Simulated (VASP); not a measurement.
# Si (Fd-3m) in VASP: a series of runs

The runs below take Si through single point, with LDA.

Everything below comes from runs of VASP 6.6.1. Logs are shortened: lines on timing, memory, paths and dates and some standing lists are left out, and cuts for length are marked.

### Step 1. The cell of the first run

Symmetry: Fd-3m, No. 227, cubic system. Conventional cell: a = 4.287 Å, b = 4.287 Å, c = 4.287 Å, α = 90.00°, β = 90.00°, γ = 90.00°. Within 2.5 Å of Si (site symmetry -43m) lie 4 Si at 1.86 Å.

### Step 2. Single point, LDA (9.85 Å³/atom)

INCAR reads:

```
SYSTEM = Si
ALGO     = Normal         ! electronic algorithm
EDIFF    = 1E-6           ! SCF threshold, eV
ENCUT    = 500            ! plane-wave cutoff, eV
GGA      = CA             ! functional
GGA_COMPAT= .False.      
ISIF     = 2              ! what is computed and relaxed
ISMEAR   = -1             ! smearing method
LASPH    = .True.         ! aspherical terms in the spheres
LCHARG   = .False.        ! write CHGCAR
LREAL    = .False.        ! projectors in reciprocal space
LWAVE    = .False.        ! write WAVECAR
NBANDS   = 11             ! bands
NELM     = 120            ! most SCF steps
PREC     = Accurate       ! precision mode
SIGMA    = 0.08           ! smearing width, eV
```

KPOINTS reads:

```
k-points
0
Gamma
  12 12 12
  0 0 0
```

POSCAR reads:

```
Si
1.0
    0.0000000000      2.1437337924      2.1437337924
    2.1437337924      0.0000000000      2.1437337924
    2.1437337924      2.1437337924      0.0000000000
Si
2
Direct
   -0.1250000000     -0.1250000000     -0.1250000000
    0.1250000000      0.1250000000      0.1250000000
```

Potentials or basis: VASP PAW LDA potentials, release 64 (Si).

On the command line:

```sh
$ cat potpaw_LDA.64/Si/POTCAR > POTCAR
$ mpirun -np 1 vasp_std > vasp.out
```

OUTCAR:

```text
SYSTEM = Si
   EDIFF = 1E-6
   ENCUT = 500
   GGA = CA
   ISIF = 2
   ISMEAR = -1
   LASPH = .True.
   LREAL = .False.
   NELM = 120
   PREC = Accurate

 ion  position               nearest neighbor table
   1  0.875  0.875  0.875-   2 1.86   2 1.86   2 1.86   2 1.86
   2  0.125  0.125  0.125-   1 1.86   1 1.86   1 1.86   1 1.86

  LATTYP: Found a face centered cubic cell.
 ALAT       =     4.2874675848

  Lattice vectors:

 A1 = (   0.0000000000,   2.1437337924,   2.1437337924)
 A2 = (   2.1437337924,   0.0000000000,   2.1437337924)
 A3 = (   2.1437337924,   2.1437337924,   0.0000000000)

Analysis of symmetry for initial positions (statically):
=====================================================================
 Subroutine PRICEL returns:
 Original cell was already a primitive cell.

 Routine SETGRP: Setting up the symmetry group for a
 face centered cubic supercell.

 Subroutine GETGRP returns: Found 48 space group operations
 (whereof 12 operations were pure point group operations)
 out of a pool of 48 trial point group operations.

The static configuration has the point symmetry D_3d.
 The point group associated with its full space group is O_h .

Analysis of symmetry for dynamics (positions and initial velocities):
=====================================================================
 Subroutine PRICEL returns:
 Original cell was already a primitive cell.

 Routine SETGRP: Setting up the symmetry group for a
 face centered cubic supercell.

 Subroutine GETGRP returns: Found 48 space group operations
 (whereof 12 operations were pure point group operations)
 out of a pool of 48 trial point group operations.

The dynamic configuration has the point symmetry D_3d.
 The point group associated with its full space group is O_h .

 Subroutine INISYM returns: Found 48 space group operations
 (whereof 12 operations are pure point group operations),
 and found     1 'primitive' translations

----------------------------------------------------------------------------------------

                                     Primitive cell

  volume of cell :      19.7035

  direct lattice vectors                    reciprocal lattice vectors
     0.000000000  2.143733792  2.143733792    -0.233237915  0.233237915  0.233237915
     2.143733792  0.000000000  2.143733792     0.233237915 -0.233237915  0.233237915
     2.143733792  2.143733792  0.000000000     0.233237915  0.233237915 -0.233237915

  length of vectors
     3.031697403  3.031697403  3.031697403     0.403979919  0.403979919  0.403979919
[... 89 lines left out ...]
   POTIM  = 0.5000    time-step for ionic-motion
   TEBEG  =    0.0;   TEEND  =   0.0 temperature during run
   PSTRESS=    0.0 pullay stress
   NELECT =       8.0000    total number of electrons
   NUPDOWN=      -1.0000    fix difference up-down
   EMIN   =  10.00;   EMAX   =-10.00  energy-range for DOS
   EFERMI =   0.00;   METHOD = LEGACY
   ISMEAR =    -1;   SIGMA  =   0.08  broadening in eV -4-tet -1-fermi 0-gaus
   EFERMI_NEDOS =   21; number of points for ismear=-14 and -15
   IALGO  =     38    algorithm
   IMIX   =      4    mixing-type and parameters
     AMIX     =   0.40;   BMIX     =  1.00
     AMIX_MAG =   1.60;   BMIX_MAG =  1.00
  volume/ion in A,a.u.               =       9.85        66.48
  Fermi-wavevector in a.u.,A,eV,Ry     =   1.212246  2.290812 19.994300  1.469540
  Thomas-Fermi vector in A             =   2.347736
   LORBIT       =      0    0 simple, 1 ext, 2 COOP (PROOUT), +10 PAW based schemes
   GGA     = CA    functional components
   LHFCALC =     F    Hartree Fock is set to
   AEXX    =    0.0000 exact exchange contribution
   IVDW    =     0    specifies the selected vdW correction
   LEPSILON=     F    determine dielectric tensor
   LRPA    =     F    only Hartree local field effects (RPA)
 non-spin polarized calculation
  energy-cutoff  :      500.00
  volume of cell :       19.70
 maximum number of plane-waves:       531
 NGX is ok and might be reduce to    24
   NGX = 11   NGY = 11   NGZ = 11

 number of electron       7.9999999 magnetization

 Free energy of the ion-electron system (eV)
  ---------------------------------------------------
  ext. energy  EPLUGINS =         0.00000000
  ---------------------------------------------------
  free energy    TOTEN  =        -2.94016710 eV

  energy without entropy =       -2.93143334  energy(sigma->0) =       -2.93580022

 E-fermi :  14.9844     XC(G=0): -12.5697

 val. band max:       14.9521500784   @ k =   0.1667   0.0000   0.0000
 cond. band min:      15.0626425042   @ k =  -0.4167   0.3333   0.0000
 fundamental gap:      0.1104924258
 Fermi energy:        14.9843553444

 k-point     1 :       0.0000    0.0000    0.0000
  band No.  band energies     occupation
      1      -2.6371      2.00000
      2      15.7497      0.00014
      3      15.7497      0.00014
      4      15.7497      0.00014
      5      18.2620      0.00000
      6      18.2620      0.00000
      7      18.2620      0.00000
      8      23.2759      0.00000
      9      23.2759      0.00000
     10      27.6403      0.00000
     11      27.6952      0.00000
[... 309 lines left out ...]
 k-point    24 :      -0.4167    0.1667    0.0000
  band No.  band energies     occupation
      1       2.5770      2.00000
      2       4.5859      2.00000
      3      10.9289      2.00000
      4      13.0621      2.00000
      5      16.8583      0.00000
      6      19.8127      0.00000
      7      21.6524      0.00000
      8      26.1557      0.00000
      9      26.6415      0.00000
     10      26.8773      0.00000
     11      31.5799      0.00000

 [... further k-points ...]

------------------------ aborting loop because EDIFF is reached ----------------------------------------

  FORCE on cell =-STRESS in cart. coord.  units (eV):
  Direction    XX          YY          ZZ          XY          YZ          ZX
  --------------------------------------------------------------------------------------
  -------------------------------------------------------------------------------------
  Total       30.9810951     30.9810951     30.9810951     -0.0000000      0.0000000     -0.0000000
  in kB     2519.2124266   2519.2124266   2519.2124266     -0.0000000      0.0000000     -0.0000000
  external PRESSURE =    2519.2124266 kB  Pullay stress =       0.0000000 kB

 VOLUME and BASIS-vectors are now :
 -----------------------------------------------------------------------------
  energy-cutoff  :      500.00
  volume of cell :       19.70
      direct lattice vectors                 reciprocal lattice vectors
     0.000000000  2.143733792  2.143733792    -0.233237915  0.233237915  0.233237915
     2.143733792  0.000000000  2.143733792     0.233237915 -0.233237915  0.233237915
     2.143733792  2.143733792  0.000000000     0.233237915  0.233237915 -0.233237915

 POSITION                                       TOTAL-FORCE (eV/Angst)
 -----------------------------------------------------------------------------------
      3.75153      3.75153      3.75153         0.000000      0.000000      0.000000
      0.53593      0.53593      0.53593        -0.000000     -0.000000     -0.000000
 -----------------------------------------------------------------------------------
    total drift:                                0.000000      0.000000     -0.000000

  FREE ENERGIE OF THE ION-ELECTRON SYSTEM (eV)
  ---------------------------------------------------
  free  energy   TOTEN  =        -2.9401671041 eV

  energy  without entropy=       -2.9314333429  energy(sigma->0) =       -2.93580022
```

stdout:

```text
POSCAR found type information on POSCAR Si
 POSCAR found :  1 types and       2 ions
 scaLAPACK will be used
 LDA part: xc-table for (Slater(with rela. corr.)+CA(PZ))
 , standard interpolation
 POSCAR, INCAR and KPOINTS ok, starting setup
 FFT: planning ... GRIDC
 FFT: planning ... GRID_SOFT
 FFT: planning ... GRID
 WAVECAR not read
 entering main loop
```

Wall time 7.1 s (1 thread of AMD EPYC 9R45 (Zen 5), shared host); peak memory 0.09 GiB.

What came out:

```yaml
Free_energy: -2.9402 eV
Pressure: 251.9 GPa
Band_gap_on_the_k_mesh: zero (bands 4 and 5 overlap by 1.62 eV)
```

Caveat: the cell stands under pressure.

### Step 3. Single point, LDA (9.85 Å³/atom)

INCAR reads:

```
  PREC = Accurate
  ENCUT = 500
  EDIFF = 1E-6
  ISMEAR = -1
  SIGMA = 0.08
  LREAL = False
  LASPH = True
  NELM = 120
  ALGO = Normal
  ISIF = 2
  LWAVE = False
  LCHARG = True
  GGA = CA
  LELF = True
  LVHAR = True
  NBANDS = 11
  GGA_COMPAT = False
```

KPOINTS reads:

```
Automatic mesh
0
Gamma
  12 12 12
```

POSCAR is that of step 2.

Potentials or basis: VASP PAW LDA potentials, release 64 (Si).

On the command line:

```sh
$ cat potpaw_LDA.64/Si/POTCAR > POTCAR
$ mpirun -np 1 vasp_std > vasp.out
```

Run time: 7.8 s. Hardware: 1 thread of AMD EPYC 9R45 (Zen 5), shared host; peak memory 0.09 GiB.

The run converged. Its results:

```yaml
Free_energy: -2.9402 eV
Pressure: 251.9 GPa
Band_gap_on_the_k_mesh: zero (bands 4 and 5 overlap by 1.62 eV)
```

Levels at points of the mesh, in eV from the Fermi level:
```
           k point  band 2  band 3  band 4  band 5  band 6  band 7
(0.00, 0.00, 0.00)    0.77    0.77    0.77    3.28    3.28    3.28
(0.50, 0.00, 0.00)  -11.12   -0.91   -0.91    2.79    2.79    4.72
(0.50, 0.50, 0.00)  -10.30   -4.29   -4.29   -0.85   -0.85   14.01
```

Caveat: the cell stands under pressure.
